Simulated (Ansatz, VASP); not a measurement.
This is a calculation of Rh for VASP 6.6.1.

The input INCAR:

```
SYSTEM = Rh
PREC = Accurate
ENCUT = 520
EDIFF = 1E-6
ISMEAR = -1
SIGMA = 0.05
LREAL = .FALSE.
LASPH = .TRUE.
NELM = 80
ALGO = Normal
ISIF = 2
LWAVE = .FALSE.
LCHARG = .FALSE.
GGA = PE
NBANDS = 38
```

File KPOINTS:

```
Automatic mesh
0
G
  11 11 3
  0 0 0
```

Contents of POSCAR:

```
Rh
1.0
    2.7095712663      0.0000000000      0.0000000000
   -1.3547856331      2.3465575500      0.0000000000
    0.0000000000      0.0000000000      8.8563371932
Rh
4
Direct
    0.6666666667      0.3333333333      0.7500000000
    0.0000000000      0.0000000000      0.5000000000
    0.3333333333      0.6666666667      0.2500000000
    0.0000000000      0.0000000000      0.0000000000
```

Potentials or basis: VASP PAW PBE potentials, release 64 (Rh_pv).

Launch:

```bash
$ cat potpaw_PBE.64/Rh_pv/POTCAR > POTCAR
$ mpirun -np 1 vasp_std > vasp.out
```

Task: Set up the same calculation for Ansatz 0.2.0. Potentials there: Ansatz PAW.

Result: As run (the cutoff follows the program's own potentials):

The input input.yaml:

```yaml
crystal:
  lattice:
    - [2.7095712663, 0.0, 0.0]
    - [-1.3547856331, 2.34655755, 0.0]
    - [0.0, 0.0, 8.8563371932]
  atoms:
    - { symbol: Rh, position: [0.6666666667, 0.3333333333, 0.75] }
    - { symbol: Rh, position: [0.0, 0.0, 0.5] }
    - { symbol: Rh, position: [0.3333333333, 0.6666666667, 0.25] }
    - { symbol: Rh, position: [0.0, 0.0, 0.0] }
hamiltonian:
  xc: pbe
  pseudopotentials: { kind: paw }
kpoints:
  mp_grid: { grid: [11, 11, 3] }
scf:
  occupations: { method: fermi_dirac, width: 0.05 }
output:
  forces: true
  stress: true
  eigenvalues: true
```

Potentials or basis: Ansatz PAW.

Run with:

```sh
$ ansatz run input.yaml --threads 2 --pin off --max-ram 5120MiB --backend cpu --events-out ev --progress --plain --runs-dir out
```

Both were run:

|  | VASP | Ansatz | Ansatz less VASP |
| --- | --- | --- | --- |
| gap on the k mesh at the Fermi level (eV) | none | none | - |
| pressure (GPa) | 0.0 | -0.1 | -0.03 |
| traceless stress, the component that is largest in VASP (GPa) | -1.01 | -1.03 | -0.012 |

A gap of «none» marks a metal or a gap that the smearing closes. The functional is the same, so the differences come from potentials, cutoffs and numerics. VASP's potentials hold 60 valence electrons a cell and Ansatz's 68, so a difference there can come from the potentials and not from the codes.
